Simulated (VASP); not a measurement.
# ScH3 (I4/mmm) in VASP: single point with PBEsol

Aim: the single point of ScH3 with PBEsol.

Everything below comes from runs of VASP 6.6.1. Logs are shortened: lines on timing, memory, paths and dates and some standing lists are left out, and cuts for length are marked.

## Step 1: The cell of the first run

The structure is tetragonal, space group I4/mmm (No. 139). The conventional cell has a = 3.283 Å, b = 3.283 Å, c = 4.831 Å, α = 90.00°, β = 90.00°, γ = 90.00°. Sc (site symmetry 4/mmm) has 14 H at 2.04 to 2.42 Å within 2.7 Å. H (site symmetry -4m2) has 4 Sc at 2.04 Å and 10 H at 2.04 to 2.42 Å within 2.7 Å. H (site symmetry 4/mmm) has 8 H at 2.04 Å and 6 Sc at 2.32 to 2.42 Å within 2.7 Å.

## Step 2: Single point, PBEsol

The input, INCAR:

```
ALGO     = Normal         # electronic algorithm
EDIFF    = 1E-6           # SCF threshold, eV
ENCUT    = 520            # plane-wave cutoff, eV
GGA      = PS             # functional
ISIF     = 2              # what is computed and relaxed
ISMEAR   = 0              # smearing method
LASPH    = T              # aspherical terms in the spheres
LCHARG   = F              # write CHGCAR
LREAL    = F              # projectors in reciprocal space
LWAVE    = F              # write WAVECAR
NBANDS   = 15             # bands
NELM     = 100            # most SCF steps
PREC     = Accurate       # precision mode
SIGMA    = 0.02           # smearing width, eV
```

The input, KPOINTS:

```
k-points
0
Gamma
  16 16 18
```

The input, POSCAR:

```
ScH3
1.0
   -1.6416812058      1.6416812058      2.4157258929
    1.6416812058     -1.6416812058      2.4157258929
    1.6416812058      1.6416812058     -2.4157258929
Sc H
1 3
Direct
    0.0000000000      0.0000000000      0.0000000000
    0.7500000000      0.2500000000      0.5000000000
    0.2500000000      0.7500000000      0.5000000000
    0.5000000000      0.5000000000      0.0000000000
```

Potentials or basis: VASP PAW PBE potentials, release 64 (Sc_sv, H).

The run is started by

```bash
> cat potpaw_PBE.64/Sc_sv/POTCAR potpaw_PBE.64/H/POTCAR > POTCAR
> mpirun -np 1 vasp_std > vasp.out
```

OUTCAR:

```text
EDIFF = 1E-6
   ENCUT = 520
   GGA = PS
   ISIF = 2
   ISMEAR = 0
   LASPH = T
   LREAL = F
   NELM = 100
   PREC = Accurate

 ion  position               nearest neighbor table
   1  0.000  0.000  0.000-   2 2.04   3 2.04   2 2.04   3 2.04   2 2.04   3 2.04   2 2.04   3 2.04

   2  0.750  0.250  0.500-   1 2.04   1 2.04   1 2.04   1 2.04
   3  0.250  0.750  0.500-   1 2.04   1 2.04   1 2.04   1 2.04
   4  0.500  0.500  0.000-

  LATTYP: Found a body centered tetragonal cell.
 ALAT       =     3.2833624116
 C/A-ratio  =     1.4714951261

  Lattice vectors:

 A1 = (  -1.6416812058,   1.6416812058,   2.4157258929)
 A2 = (   1.6416812058,  -1.6416812058,   2.4157258929)
 A3 = (   1.6416812058,   1.6416812058,  -2.4157258929)

Analysis of symmetry for initial positions (statically):
=====================================================================
 Subroutine PRICEL returns:
 Original cell was already a primitive cell.

 Routine SETGRP: Setting up the symmetry group for a
 body centered tetragonal supercell.

 Subroutine GETGRP returns: Found 16 space group operations
 (whereof 16 operations were pure point group operations)
 out of a pool of 16 trial point group operations.

The static configuration has the point symmetry D_4h.

Analysis of symmetry for dynamics (positions and initial velocities):
=====================================================================
 Subroutine PRICEL returns:
 Original cell was already a primitive cell.

 Routine SETGRP: Setting up the symmetry group for a
 body centered tetragonal supercell.

 Subroutine GETGRP returns: Found 16 space group operations
 (whereof 16 operations were pure point group operations)
 out of a pool of 16 trial point group operations.

The dynamic configuration has the point symmetry D_4h.

 Subroutine INISYM returns: Found 16 space group operations
 (whereof 16 operations are pure point group operations),
 and found     1 'primitive' translations

----------------------------------------------------------------------------------------

                                     Primitive cell

  volume of cell :      26.0427

  direct lattice vectors                    reciprocal lattice vectors
    -1.641681206  1.641681206  2.415725893     0.000000000  0.304565831  0.206977125
     1.641681206 -1.641681206  2.415725893     0.304565831  0.000000000  0.206977125
     1.641681206  1.641681206 -2.415725893     0.304565831  0.304565831  0.000000000
[... 123 lines left out ...]
   EMIN   =  10.00;   EMAX   =-10.00  energy-range for DOS
   EFERMI =   0.00;   METHOD = LEGACY
   ISMEAR =     0;   SIGMA  =   0.02  broadening in eV -4-tet -1-fermi 0-gaus
   EFERMI_NEDOS =   21; number of points for ismear=-14 and -15
   IALGO  =     38    algorithm
   IMIX   =      4    mixing-type and parameters
     AMIX     =   0.40;   BMIX     =  1.00
     AMIX_MAG =   1.60;   BMIX_MAG =  1.00
  volume/ion in A,a.u.               =       6.51        43.94
  Fermi-wavevector in a.u.,A,eV,Ry     =   1.331136  2.515482 24.108475  1.771923
  Thomas-Fermi vector in A             =   2.460170
   LORBIT       =      0    0 simple, 1 ext, 2 COOP (PROOUT), +10 PAW based schemes
   GGA     = PS    functional components
   LHFCALC =     F    Hartree Fock is set to
   AEXX    =    0.0000 exact exchange contribution
   IVDW    =     0    specifies the selected vdW correction
   LEPSILON=     F    determine dielectric tensor
   LRPA    =     F    only Hartree local field effects (RPA)
 non-spin polarized calculation
 Gauss-broadening in eV      SIGMA  =   0.02
  energy-cutoff  :      520.00
  volume of cell :       26.04
 maximum number of plane-waves:       716
 NGX is ok and might be reduce to    28
   NGX = 13   NGY = 13   NGZ = 13

 number of electron      14.0000001 magnetization

 Free energy of the ion-electron system (eV)
  ---------------------------------------------------
  ext. energy  EPLUGINS =         0.00000000
  ---------------------------------------------------
  free energy    TOTEN  =       -18.55556284 eV

  energy without entropy =      -18.55545211  energy(sigma->0) =      -18.55550748

 E-fermi :   5.6291     XC(G=0): -11.3666

 val. band max:        5.6233202435   @ k =  -0.3125   0.0000   0.3333
 cond. band min:       5.6301531011   @ k =  -0.1250  -0.1250   0.1667
 fundamental gap:      0.0068328576
 Fermi energy:         5.6290881591

 k-point     1 :       0.0000    0.0000    0.0000
  band No.  band energies     occupation
      1     -44.3430      2.00000
      2     -22.9177      2.00000
      3     -22.8931      2.00000
      4     -22.8931      2.00000
      5      -5.8414      2.00000
      6       5.0821      2.00000
      7       5.5033      2.00000
      8       5.7155      0.00000
      9       5.7155      0.00000
     10       7.0875      0.00000
     11       7.6207      0.00000
     12       8.6603      0.00000
     13      16.9416      0.00000
     14      17.5240      0.00000
[... 401 lines left out ...]
      2     -22.9226      2.00000
      3     -22.9113      2.00000
      4     -22.8994      2.00000
      5      -5.7168      2.00000
      6       4.0931      2.00000
      7       5.5612      2.00000
      8       5.7589      0.00000
      9       6.7931      0.00000
     10       7.1472      0.00000
     11       7.4429      0.00000
     12       8.4191      0.00000
     13      16.8961      0.00000
     14      17.4185      0.00000
     15      18.1231      0.00000

 [... further k-points ...]

------------------------ aborting loop because EDIFF is reached ----------------------------------------

  FORCE on cell =-STRESS in cart. coord.  units (eV):
  Direction    XX          YY          ZZ          XY          YZ          ZX
  --------------------------------------------------------------------------------------
  -------------------------------------------------------------------------------------
  Total        0.0864772      0.0864772     -0.0535461      0.0000000      0.0000000     -0.0000000
  in kB        5.3201851      5.3201851     -3.2942269      0.0000000      0.0000000     -0.0000000
  external PRESSURE =       2.4487144 kB  Pullay stress =       0.0000000 kB

 VOLUME and BASIS-vectors are now :
 -----------------------------------------------------------------------------
  energy-cutoff  :      520.00
  volume of cell :       26.04
      direct lattice vectors                 reciprocal lattice vectors
    -1.641681206  1.641681206  2.415725893     0.000000000  0.304565831  0.206977125
     1.641681206 -1.641681206  2.415725893     0.304565831  0.000000000  0.206977125
     1.641681206  1.641681206 -2.415725893     0.304565831  0.304565831  0.000000000

 POSITION                                       TOTAL-FORCE (eV/Angst)
 -----------------------------------------------------------------------------------
      0.00000      0.00000      0.00000         0.000000      0.000000     -0.000000
      0.00000      1.64168      1.20786        -0.000000     -0.000000      0.000000
      1.64168      0.00000      1.20786         0.000000     -0.000000     -0.000000
      0.00000      0.00000      2.41573         0.000000      0.000000     -0.000000
 -----------------------------------------------------------------------------------
    total drift:                               -0.000000     -0.000000     -0.000000

  FREE ENERGIE OF THE ION-ELECTRON SYSTEM (eV)
  ---------------------------------------------------
  free  energy   TOTEN  =       -18.5555628435 eV

  energy  without entropy=      -18.5554521103  energy(sigma->0) =      -18.55550748
```

stdout:

```text
POSCAR found type information on POSCAR ScH
 POSCAR found :  2 types and       4 ions
 scaLAPACK will be used
 -----------------------------------------------------------------------------
|                                                                             |
|                                                                             |
[... 21 lines left out ...]
|     Results are often still useful ...                                      |
|                                                                             |
 -----------------------------------------------------------------------------

 POSCAR, INCAR and KPOINTS ok, starting setup
 FFT: planning ... GRIDC
 FFT: planning ... GRID_SOFT
 FFT: planning ... GRID
 WAVECAR not read
 entering main loop
```

Run time: 6.7 min. Hardware: 1 thread of Intel Xeon 6975P-C, shared host; peak memory 0.54 GiB.

What came out:

- Free energy: -18.5556 eV
- Pressure: 0.2 GPa
- Band gap on the k mesh: zero (band 7 reaches 5.80 eV, above the bottom of band 8 at 5.47 eV)

Stress tensor (GPa, compression positive):
```
 0.53  0.00  0.00
 0.00  0.53  0.00
 0.00  0.00 -0.33
```

Caveat: the PAW data sets were made with another functional, which shifts forces and pressure a little.
